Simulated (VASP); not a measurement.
Here is a VASP 6.6.1 calculation.

Contents of POSCAR:

```
Si
1.0
   -2.6085095350      2.3713723045      1.3292653899
    2.6085095350     -2.3713723045      1.3292653899
    2.6085095350      2.3713723045     -1.3292653899
Si
2
Direct
    0.2500000000      0.7500000000      0.5000000000
    0.5000000000      0.5000000000      0.0000000000
```

File INCAR.step1:

```
ALGO = Normal ; EDIFF = 1E-4
ENCUT = 520 ; GGA = PE
ISMEAR = 0 ; LASPH = T
LCHARG = F ; LREAL = F
LWAVE = T ; NBANDS = 11
NELM = 60 ; PREC = Accurate
SIGMA = 0.15
```

File INCAR.step2:

```
ALGO = Normal ; EDIFF = 1E-6
ENCUT = 520 ; ISIF = 2
ISMEAR = 0 ; ISTART = 1
LASPH = T ; LCHARG = T
LELF = T ; LMIXTAU = T
LREAL = F ; LVHAR = T
LWAVE = F ; METAGGA = R2SCAN
NBANDS = 11 ; NELM = 60
PREC = Accurate ; SIGMA = 0.15
```

File KPOINTS:

```
k-points
0
Gamma
  20 20 20
```

Potentials or basis: VASP PAW PBE potentials, release 64 (Si).

Run with:

```console
$ cat potpaw_PBE.64/Si/POTCAR > POTCAR
$ cp INCAR.step1 INCAR
$ mpirun -np 1 vasp_std > vasp.out
$ cp INCAR.step2 INCAR
$ mpirun -np 1 vasp_std > vasp.out
```

Predict the band gap on the k mesh.

zero (band 4 reaches 10.78 eV, above the bottom of band 5 at 4.11 eV).

Estimate the largest force.

0.182 eV/Å.

Predict the pressure.

-6.3 GPa.

Forces in eV/Å, atoms in the order of the input:
```
Si   0.000  0.000  0.182
Si   0.000  0.000 -0.182
```

Caveat: the cell differs from its parent crystal (strain +0.1000 x Voigt [1, 0, 0, 0, 0, 0]); the PAW data sets were made with another functional, which shifts forces and pressure a little.
